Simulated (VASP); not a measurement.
# RbCaH3 (Pm-3m) in VASP: further runs

The runs below take RbCaH3 through single point, with LDA.

Everything below comes from runs of VASP 6.6.1. Logs are shortened: lines on timing, memory, paths and dates and some standing lists are left out, and cuts for length are marked.

## (1) The cell of the first run

Symmetry: Pm-3m, No. 221, cubic system. The conventional cell has a = 4.547 Å, b = 4.547 Å, c = 4.547 Å, α = 90.00°, β = 90.00°, γ = 90.00°. Within 4.2 Å of Rb (site symmetry m-3m) lie 12 H at 3.22 Å and 8 Ca at 3.94 Å. Within 3.0 Å of Ca (site symmetry m-3m) lie 6 H at 2.27 Å. H (site symmetry 4/mmm) has 2 Ca at 2.27 Å within 3.0 Å.

## (2) Single point, LDA

Contents of INCAR:

```
SYSTEM = RbCaH3
PREC = Accurate
ENCUT = 520
EDIFF = 1E-7
ISMEAR = 0
SIGMA = 0.05
LREAL = .False.
LASPH = .True.
NELM = 80
ALGO = Normal
ISIF = 2
LWAVE = .False.
LCHARG = .False.
GGA = CA
NBANDS = 19
```

Contents of KPOINTS:

```
Automatic mesh
0
Gamma
  6 6 6
  0 0 0
```

Contents of POSCAR:

```
RbCaH3
1.0
    4.5470000000      0.0000000000      0.0000000000
    0.0000000000      4.5470000000      0.0000000000
    0.0000000000      0.0000000000      4.5470000000
Rb Ca H
1 1 3
Direct
    0.0000000000      0.0000000000      0.0000000000
    0.5000000000      0.5000000000      0.5000000000
    0.0000000000      0.5000000000      0.5000000000
    0.5000000000      0.0000000000      0.5000000000
    0.5000000000      0.5000000000      0.0000000000
```

Potentials or basis: VASP PAW LDA potentials, release 64 (Rb_sv, Ca_sv, H).

On the command line:

```
$ cat potpaw_LDA.64/Rb_sv/POTCAR potpaw_LDA.64/Ca_sv/POTCAR potpaw_LDA.64/H/POTCAR > POTCAR
$ mpirun -np 1 vasp_std > vasp.out
```

OUTCAR:

```text
SYSTEM = RbCaH3
   PREC = Accurate
   ENCUT = 520
   EDIFF = 1E-7
   ISMEAR = 0
   LREAL = .False.
   LASPH = .True.
   NELM = 80
   ISIF = 2
   GGA = CA

 ion  position               nearest neighbor table
   1  0.000  0.000  0.000-   3 3.22   4 3.22   5 3.22   3 3.22   4 3.22   3 3.22   5 3.22   3 3.22
                             4 3.22   5 3.22   4 3.22   5 3.22   2 3.94   2 3.94   2 3.94   2 3.94
   2  0.500  0.500  0.500-   1 3.94   1 3.94   1 3.94   1 3.94   1 3.94   1 3.94   1 3.94   1 3.94

   3  0.000  0.500  0.500-   1 3.22   1 3.22   1 3.22   1 3.22
   4  0.500  0.000  0.500-   1 3.22   1 3.22   1 3.22   1 3.22
   5  0.500  0.500  0.000-   1 3.22   1 3.22   1 3.22   1 3.22

  LATTYP: Found a simple cubic cell.
 ALAT       =     4.5470000000

  Lattice vectors:

 A1 = (   4.5470000000,   0.0000000000,   0.0000000000)
 A2 = (   0.0000000000,   4.5470000000,   0.0000000000)
 A3 = (   0.0000000000,   0.0000000000,   4.5470000000)

Analysis of symmetry for initial positions (statically):
=====================================================================
 Subroutine PRICEL returns:
 Original cell was already a primitive cell.

 Routine SETGRP: Setting up the symmetry group for a
 simple cubic supercell.

 Subroutine GETGRP returns: Found 48 space group operations
 (whereof 48 operations were pure point group operations)
 out of a pool of 48 trial point group operations.

The static configuration has the point symmetry O_h .

Analysis of symmetry for dynamics (positions and initial velocities):
=====================================================================
 Subroutine PRICEL returns:
 Original cell was already a primitive cell.

 Routine SETGRP: Setting up the symmetry group for a
 simple cubic supercell.

 Subroutine GETGRP returns: Found 48 space group operations
 (whereof 48 operations were pure point group operations)
 out of a pool of 48 trial point group operations.

The dynamic configuration has the point symmetry O_h .

 Subroutine INISYM returns: Found 48 space group operations
 (whereof 48 operations are pure point group operations),
 and found     1 'primitive' translations

----------------------------------------------------------------------------------------

                                     Primitive cell

  volume of cell :      94.0102

  direct lattice vectors                    reciprocal lattice vectors
     4.547000000  0.000000000  0.000000000     0.219925225  0.000000000  0.000000000
     0.000000000  4.547000000  0.000000000     0.000000000  0.219925225  0.000000000
     0.000000000  0.000000000  4.547000000     0.000000000  0.000000000  0.219925225

  length of vectors
     4.547000000  4.547000000  4.547000000     0.219925225  0.219925225  0.219925225

  position of ions in fractional coordinates (direct lattice)
     0.000000000  0.000000000  0.000000000
     0.500000000  0.500000000  0.500000000
     0.000000000  0.500000000  0.500000000
     0.500000000  0.000000000  0.500000000
     0.500000000  0.500000000  0.000000000

  ion indices of the primitive-cell ions
   primitive index   ion index
                 1           1
                 2           2
                 3           3
                 4           4
                 5           5

----------------------------------------------------------------------------------------

 KPOINTS: Automatic mesh

Automatic generation of k-mesh.
 Grid dimensions read from file:
 generate k-points for:    6    6    6

 Generating k-lattice:

  Cartesian coordinates                     Fractional coordinates (reciprocal lattice)
     0.036654204  0.000000000  0.000000000     0.166666667  0.000000000  0.000000000
     0.000000000  0.036654204  0.000000000     0.000000000  0.166666667  0.000000000
     0.000000000  0.000000000  0.036654204     0.000000000  0.000000000  0.166666667

  Length of vectors
     0.036654204  0.036654204  0.036654204

  Shift w.r.t. Gamma in fractional coordinates (k-lattice)
     0.000000000  0.000000000  0.000000000

 Subroutine IBZKPT returns following result:
 ===========================================

 Found     20 irreducible k-points:

 Following reciprocal coordinates:
            Coordinates               Weight
  0.000000  0.000000  0.000000      1.000000
  0.166667  0.000000  0.000000      6.000000
  0.333333  0.000000  0.000000      6.000000
  0.500000  0.000000  0.000000      3.000000
  0.166667  0.166667  0.000000     12.000000
  0.333333  0.166667  0.000000     24.000000
[... 12 lines left out ...]
  0.500000  0.500000  0.333333      6.000000
  0.500000  0.500000  0.500000      1.000000
   k-points           NKPTS =     20   k-points in BZ     NKDIM =     20   number of bands    NBANDS=     19
   number of dos      NEDOS =    301   number of ions     NIONS =      5
   total plane-waves  NPLWV =  46656
   dimension x,y,z NGX =    36 NGY =   36 NGZ =   36
   dimension x,y,z NGXF=    72 NGYF=   72 NGZF=   72
   ions per type =               1   1   3
   NGX,Y,Z   is equivalent  to a cutoff of  13.16, 13.16, 13.16 a.u.
   NGXF,Y,Z  is equivalent  to a cutoff of  26.32, 26.32, 26.32 a.u.
 SYSTEM =  RbCaH3
   PREC   = accura    normal or accurate (medium, high low for compatibility)
   ISTART =      0    job   : 0-new  1-cont  2-samecut
   ICHARG =      2    charge: 1-file 2-atom 10-const
   ISPIN  =      1    spin polarized calculation?
   LNONCOLLINEAR =      F non collinear calculations
   LSORBIT =      F    spin-orbit coupling
   LASPH  =      T    aspherical Exc in radial PAW
   ENCUT  =  520.0 eV  38.22 Ry    6.18 a.u.   8.45  8.45  8.45*2*pi/ulx,y,z
   NELM   =     80;   NELMIN=  2; NELMDL= -5     # of ELM steps
   EDIFF  = 0.1E-06   stopping-criterion for ELM
   LREAL  =      F    real-space projection
   EDIFFG = 0.1E-05   stopping-criterion for IOM
   NSW    =      0    number of steps for IOM
   IBRION =     -1    ionic relax: 0-MD 1-quasi-New 2-CG
   NFREE  =      0    steps in history (QN), initial steepest desc. (CG)
   ISIF   =      2    stress and relaxation
   ISYM   =      2    0-nonsym 1-usesym 2-fastsym
   POTIM  = 0.5000    time-step for ionic-motion
   TEBEG  =    0.0;   TEEND  =   0.0 temperature during run
   PSTRESS=    0.0 pullay stress
   NELECT =      22.0000    total number of electrons
   NUPDOWN=      -1.0000    fix difference up-down
   EMIN   =  10.00;   EMAX   =-10.00  energy-range for DOS
   EFERMI =   0.00;   METHOD = LEGACY
   ISMEAR =     0;   SIGMA  =   0.05  broadening in eV -4-tet -1-fermi 0-gaus
   EFERMI_NEDOS =   21; number of points for ismear=-14 and -15
   IALGO  =     38    algorithm
   IMIX   =      4    mixing-type and parameters
     AMIX     =   0.40;   BMIX     =  1.00
     AMIX_MAG =   1.60;   BMIX_MAG =  1.00
  volume/ion in A,a.u.               =      18.80       126.88
  Fermi-wavevector in a.u.,A,eV,Ry     =   1.008844  1.906439 13.847556  1.017767
  Thomas-Fermi vector in A             =   2.141736
   LORBIT       =      0    0 simple, 1 ext, 2 COOP (PROOUT), +10 PAW based schemes
   GGA     = CA    functional components
   LHFCALC =     F    Hartree Fock is set to
   AEXX    =    0.0000 exact exchange contribution
   IVDW    =     0    specifies the selected vdW correction
   LEPSILON=     F    determine dielectric tensor
   LRPA    =     F    only Hartree local field effects (RPA)
 non-spin polarized calculation
 Gauss-broadening in eV      SIGMA  =   0.05
  energy-cutoff  :      520.00
  volume of cell :       94.01
 maximum number of plane-waves:      2560
 NGX is ok and might be reduce to    36
   NGX = 17   NGY = 17   NGZ = 17

 number of electron      22.0000000 magnetization

 Free energy of the ion-electron system (eV)
  ---------------------------------------------------
  ext. energy  EPLUGINS =         0.00000000
  ---------------------------------------------------
  free energy    TOTEN  =       -15.81123617 eV

  energy without entropy =      -15.81123617  energy(sigma->0) =      -15.81123617

 E-fermi :  -1.2184     XC(G=0):  -8.2005

 val. band max:       -1.4371642869   @ k =   0.5000   0.5000   0.0000
 cond. band min:       1.4867430825   @ k =   0.5000   0.5000   0.0000
 fundamental gap:      2.9239073694
 Fermi energy:        -1.2183708672

 k-point     1 :       0.0000    0.0000    0.0000
  band No.  band energies     occupation
      1     -39.5587      2.00000
      2     -26.6200      2.00000
      3     -20.8748      2.00000
      4     -20.8748      2.00000
      5     -20.8748      2.00000
      6     -10.7453      2.00000
[... 11 lines left out ...]
     18       5.8403      0.00000
     19       5.8403      0.00000

 k-point     2 :       0.1667    0.0000    0.0000
  band No.  band energies     occupation
      1     -39.5585      2.00000
      2     -26.6185      2.00000
      3     -20.8825      2.00000
      4     -20.8744      2.00000
      5     -20.8744      2.00000
      6     -10.7985      2.00000
[... 11 lines left out ...]
     18       5.4933      0.00000
     19       6.2934      0.00000

 k-point     3 :       0.3333    0.0000    0.0000
  band No.  band energies     occupation
      1     -39.5580      2.00000
      2     -26.6155      2.00000
      3     -20.8977      2.00000
      4     -20.8735      2.00000
      5     -20.8735      2.00000
      6     -10.9008      2.00000
[... 11 lines left out ...]
     18       5.0296      0.00000
     19       6.0261      0.00000

 k-point     4 :       0.5000    0.0000    0.0000
  band No.  band energies     occupation
      1     -39.5577      2.00000
      2     -26.6140      2.00000
      3     -20.9053      2.00000
      4     -20.8731      2.00000
      5     -20.8731      2.00000
      6     -10.9502      2.00000
[... 319 lines left out ...]
     18       7.0426      0.00000
     19       7.0661      0.00000

 k-point    19 :       0.5000    0.5000    0.3333
  band No.  band energies     occupation
      1     -39.5560      2.00000
      2     -26.6031      2.00000
      3     -20.9035      2.00000
      4     -20.9035      2.00000
      5     -20.8951      2.00000
      6     -10.8785      2.00000
[... 11 lines left out ...]
     18       7.2625      0.00000
     19       7.8398      0.00000

 k-point    20 :       0.5000    0.5000    0.5000
  band No.  band energies     occupation
      1     -39.5558      2.00000
      2     -26.6016      2.00000
      3     -20.9029      2.00000
      4     -20.9029      2.00000
      5     -20.9029      2.00000
      6     -10.8720      2.00000
[... 11 lines left out ...]
     18       7.4954      0.00000
     19       8.0543      0.00000

------------------------ aborting loop because EDIFF is reached ----------------------------------------

  FORCE on cell =-STRESS in cart. coord.  units (eV):
  Direction    XX          YY          ZZ          XY          YZ          ZX
  --------------------------------------------------------------------------------------
  -------------------------------------------------------------------------------------
  Total       -1.3952072     -1.3952072     -1.3952072      0.0000000      0.0000000     -0.0000000
  in kB      -23.7779519    -23.7779519    -23.7779519      0.0000000      0.0000000     -0.0000000
  external PRESSURE =     -23.7779519 kB  Pullay stress =       0.0000000 kB

 VOLUME and BASIS-vectors are now :
 -----------------------------------------------------------------------------
  energy-cutoff  :      520.00
  volume of cell :       94.01
      direct lattice vectors                 reciprocal lattice vectors
     4.547000000  0.000000000  0.000000000     0.219925225  0.000000000  0.000000000
     0.000000000  4.547000000  0.000000000     0.000000000  0.219925225  0.000000000
     0.000000000  0.000000000  4.547000000     0.000000000  0.000000000  0.219925225

 POSITION                                       TOTAL-FORCE (eV/Angst)
 -----------------------------------------------------------------------------------
      0.00000      0.00000      0.00000         0.000000      0.000000      0.000000
      2.27350      2.27350      2.27350         0.000000      0.000000      0.000000
      0.00000      2.27350      2.27350         0.000000      0.000000      0.000000
      2.27350      0.00000      2.27350         0.000000      0.000000      0.000000
      2.27350      2.27350      0.00000         0.000000      0.000000      0.000000
 -----------------------------------------------------------------------------------
    total drift:                                0.000000      0.000000      0.000000

  FREE ENERGIE OF THE ION-ELECTRON SYSTEM (eV)
  ---------------------------------------------------
  free  energy   TOTEN  =       -15.8112361673 eV

  energy  without entropy=      -15.8112361673  energy(sigma->0) =      -15.81123617
```

Run time: 24 s. Hardware: 1 thread of AMD EPYC 7R13 (Zen 3), shared host; peak memory 0.16 GiB.

Results:

* Free energy: -15.8112 eV
* Pressure: -2.4 GPa
* Band gap on the k mesh: 2.92 eV, direct

A k mesh can miss the band edges. LDA gaps usually lie below the measured ones, often by a third to a half.

## (3) Single point, LDA

Contents of INCAR:

```
SYSTEM = RbCaH3
ALGO = Normal ; EDIFF = 1E-6
ENCUT = 520 ; ISIF = 2
ISMEAR = 0 ; LASPH = .TRUE.
LCHARG = .FALSE. ; LREAL = .FALSE.
LWAVE = .FALSE. ; NBANDS = 19
NELM = 60 ; PREC = Accurate
SIGMA = 0.05
```

Contents of KPOINTS:

```
k-points
0
G
  6 6 6
  0 0 0
```

POSCAR is that of step 2.

Potentials or basis: VASP PAW LDA potentials, release 64 (Rb_sv, Ca_sv, H).

On the command line:

```
$ cat potpaw_LDA.64/Rb_sv/POTCAR potpaw_LDA.64/Ca_sv/POTCAR potpaw_LDA.64/H/POTCAR > POTCAR
$ mpirun -np 1 vasp_std > vasp.out
```

OUTCAR:

```text
SYSTEM = RbCaH3
   EDIFF = 1E-6
   ENCUT = 520
   ISIF = 2
   ISMEAR = 0
   LASPH = .TRUE.
   LREAL = .FALSE.
   NELM = 60
   PREC = Accurate

 ion  position               nearest neighbor table
   1  0.000  0.000  0.000-   3 3.22   4 3.22   5 3.22   3 3.22   4 3.22   3 3.22   5 3.22   3 3.22
                             4 3.22   5 3.22   4 3.22   5 3.22   2 3.94   2 3.94   2 3.94   2 3.94
   2  0.500  0.500  0.500-   1 3.94   1 3.94   1 3.94   1 3.94   1 3.94   1 3.94   1 3.94   1 3.94

   3  0.000  0.500  0.500-   1 3.22   1 3.22   1 3.22   1 3.22
   4  0.500  0.000  0.500-   1 3.22   1 3.22   1 3.22   1 3.22
   5  0.500  0.500  0.000-   1 3.22   1 3.22   1 3.22   1 3.22

  LATTYP: Found a simple cubic cell.
 ALAT       =     4.5470000000

  Lattice vectors:

 A1 = (   4.5470000000,   0.0000000000,   0.0000000000)
 A2 = (   0.0000000000,   4.5470000000,   0.0000000000)
 A3 = (   0.0000000000,   0.0000000000,   4.5470000000)

Analysis of symmetry for initial positions (statically):
=====================================================================
 Subroutine PRICEL returns:
 Original cell was already a primitive cell.
[... 175 lines left out ...]
 cond. band min:       1.4867661532   @ k =   0.5000   0.5000   0.0000
 fundamental gap:      2.9240762219
 Fermi energy:        -1.2172434195

 k-point     1 :       0.0000    0.0000    0.0000
  band No.  band energies     occupation
      1     -39.5581      2.00000
      2     -26.6198      2.00000
      3     -20.8742      2.00000
      4     -20.8742      2.00000
      5     -20.8742      2.00000
      6     -10.7451      2.00000
[... 417 lines left out ...]
      6     -10.8718      2.00000
[... 11 lines left out ...]
     18       7.4955      0.00000
     19       8.0555      0.00000

------------------------ aborting loop because EDIFF is reached ----------------------------------------

  FORCE on cell =-STRESS in cart. coord.  units (eV):
  Direction    XX          YY          ZZ          XY          YZ          ZX
  --------------------------------------------------------------------------------------
  -------------------------------------------------------------------------------------
  Total       -1.4006247     -1.4006247     -1.4006247      0.0000000      0.0000000      0.0000000
  in kB      -23.8702797    -23.8702797    -23.8702797      0.0000000      0.0000000      0.0000000
  external PRESSURE =     -23.8702797 kB  Pullay stress =       0.0000000 kB

 VOLUME and BASIS-vectors are now :
 -----------------------------------------------------------------------------
  energy-cutoff  :      520.00
  volume of cell :       94.01
      direct lattice vectors                 reciprocal lattice vectors
     4.547000000  0.000000000  0.000000000     0.219925225  0.000000000  0.000000000
     0.000000000  4.547000000  0.000000000     0.000000000  0.219925225  0.000000000
     0.000000000  0.000000000  4.547000000     0.000000000  0.000000000  0.219925225

 POSITION                                       TOTAL-FORCE (eV/Angst)
 -----------------------------------------------------------------------------------
      0.00000      0.00000      0.00000         0.000000      0.000000      0.000000
      2.27350      2.27350      2.27350         0.000000      0.000000      0.000000
      0.00000      2.27350      2.27350         0.000000      0.000000      0.000000
      2.27350      0.00000      2.27350         0.000000      0.000000      0.000000
      2.27350      2.27350      0.00000         0.000000      0.000000      0.000000
 -----------------------------------------------------------------------------------
    total drift:                                0.000000      0.000000      0.000000

  FREE ENERGIE OF THE ION-ELECTRON SYSTEM (eV)
  ---------------------------------------------------
  free  energy   TOTEN  =       -15.8112362133 eV

  energy  without entropy=      -15.8112362133  energy(sigma->0) =      -15.81123621
```

OSZICAR:

```text
N       E                     dE             d eps       ncg     rms          rms(c)
DAV:   1     0.141564580854E+03    0.14156E+03   -0.10238E+04   760   0.104E+03
DAV:   2    -0.795064574925E+01   -0.14952E+03   -0.14604E+03   885   0.254E+02
DAV:   3    -0.171492877418E+02   -0.91986E+01   -0.91720E+01  1381   0.546E+01
DAV:   4    -0.173574118184E+02   -0.20812E+00   -0.20793E+00  1016   0.723E+00
DAV:   5    -0.173658067337E+02   -0.83949E-02   -0.83942E-02  1161   0.920E-01    0.669E+00
DAV:   6    -0.161861342606E+02    0.11797E+01   -0.10641E+00   846   0.367E+00    0.355E+00
DAV:   7    -0.158099480391E+02    0.37619E+00   -0.12939E+00   909   0.387E+00    0.119E+00
DAV:   8    -0.158149725360E+02   -0.50245E-02   -0.11870E-01   979   0.159E+00    0.296E-01
DAV:   9    -0.158114622564E+02    0.35103E-02   -0.78959E-03   924   0.398E-01    0.841E-02
DAV:  10    -0.158112331665E+02    0.22909E-03   -0.19942E-03  1025   0.226E-01    0.375E-02
DAV:  11    -0.158112528605E+02   -0.19694E-04   -0.21334E-04   936   0.675E-02    0.229E-02
DAV:  12    -0.158112366853E+02    0.16175E-04   -0.64994E-05  1128   0.403E-02    0.121E-02
DAV:  13    -0.158112362133E+02    0.47208E-06   -0.34476E-06   918   0.134E-02
   1 F= -.15811236E+02 E0= -.15811236E+02  d E =-.302765E-11
```

It took 23 s on 1 thread of AMD EPYC 7R13 (Zen 3), shared host; peak memory 0.16 GiB.

Results:

```
Free energy            : -15.8112 eV
Pressure               : -2.4 GPa
Band gap on the k mesh : 2.92 eV, direct
```

A k mesh can miss the band edges.
